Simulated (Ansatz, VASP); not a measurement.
**SnO: VASP beside Ansatz**

INCAR

```
SYSTEM = SnO
PREC = Accurate
ENCUT = 520
EDIFF = 1E-7
ISMEAR = -1
SIGMA = 0.02
LREAL = .False.
LASPH = .True.
NELM = 100
ALGO = Normal
ISIF = 2
LWAVE = .False.
LCHARG = .True.
GGA = PS
LELF = .True.
LVHAR = .True.
NBANDS = 28
```

KPOINTS

```
Automatic mesh
0
Gamma
  6 4 6
  0 0 0
```

File POSCAR:

```
SnO
1.0
    3.3991548656      0.0000000000      0.0000000000
    0.0000000000      5.7487718259      0.0000000000
    0.0000000000      0.0000000000      4.2775286081
Sn O
2 2
Direct
    0.0000000000      0.2319090000      0.5131440000
    0.5000000000      0.7680910000      0.0131440000
    0.0000000000      0.8912500000      0.7368570000
    0.5000000000      0.1087500000      0.2368570000
```

Input for Ansatz:

```yaml
crystal:
  lattice:
    - [3.3991548656137134, 0.0, 0.0]
    - [0.0, 5.748771825853683, 0.0]
    - [0.0, 0.0, 4.277528608146674]
  atoms:
    - { symbol: Sn, position: [0.0, 0.231909, 0.513144] }
    - { symbol: Sn, position: [0.5, 0.768091, 0.013144] }
    - { symbol: O, position: [0.0, 0.89125, 0.736857] }
    - { symbol: O, position: [0.5, 0.10875, 0.236857] }
basis:
  ecutwfc: 517.016338673772
kpoints:
  mp_grid:
    grid: [6, 4, 6]
hamiltonian:
  xc: pbesol
scf:
  occupations:
    method: fermi_dirac
    width: 0.02
output:
  stress: true
```

Alike in both runs: task single point; functional PBEsol; k mesh 6 × 4 × 6; occupations fermi-dirac, width 0.02 eV; no spin polarisation.

|  | VASP | Ansatz |
| --- | --- | --- |
| version | VASP 6.6.1 | Ansatz 0.2.0 |
| potentials or method | VASP PAW PBE potentials, release 64 (Sn_d, O), cutoff 520 eV | plane waves, PAW |
| valence electrons in the cell | 40 | 40 |

VASP gave:

| Item | Value |
| --- | --- |
| pressure (GPa) | -5.4 |
| traceless stress, the component that is largest in VASP (GPa) | -0.97 |

Question: Which values does Ansatz return?

Answer: Pressure (GPa): -5.6; traceless stress, the component that is largest in VASP (GPa): -1.01.

VASP's potentials were made for PBE, not for PBEsol.
